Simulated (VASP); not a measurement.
A run of VASP 6.6.1 is set up as follows.

File INCAR:

```
SYSTEM = Mg6BiB
PREC = Accurate
ENCUT = 520
EDIFF = 1E-6
ISMEAR = -1
SIGMA = 0.05
LREAL = .FALSE.
LASPH = .TRUE.
NELM = 100
ALGO = Normal
ISIF = 2
LWAVE = .FALSE.
LCHARG = .FALSE.
GGA = PE
NBANDS = 25
```

The input KPOINTS:

```
regular mesh
0
G
  7 4 4
  0 0 0
```

The input POSCAR:

```
Mg6BiB
1.0
    3.8586691204      0.0000000000      0.0000000000
    0.0000000000      4.3614965349      5.0851567902
    0.0000000000     -4.3614965349      5.0851567902
Bi Mg B
1 6 1
Direct
    0.5000000000      0.3854670000      0.3854670000
    0.0000000000      0.1503870000      0.1503870000
    0.0000000000      0.6333230000      0.6333230000
    0.0000000000      0.7147320000      0.0494740000
    0.0000000000      0.0494740000      0.7147320000
    0.5000000000      0.8864940000      0.4049730000
    0.5000000000      0.4049730000      0.8864940000
    0.5000000000      0.7751590000      0.7751590000
```

Potentials or basis: VASP PAW PBE potentials, release 64 (Bi_d, Mg, B).

Run with:

```console
$ cat potpaw_PBE.64/Bi_d/POTCAR potpaw_PBE.64/Mg/POTCAR potpaw_PBE.64/B/POTCAR > POTCAR
$ mpirun -np 1 vasp_std > vasp.out
```

Question: Estimate the largest force.

Answer: 0.187 eV/Å.

Question: Estimate the pressure.

Answer: 0.4 GPa.

Stress tensor (GPa, compression positive):
```
0.61 0.00 0.00
0.00 0.56 0.00
0.00 0.00 0.02
```
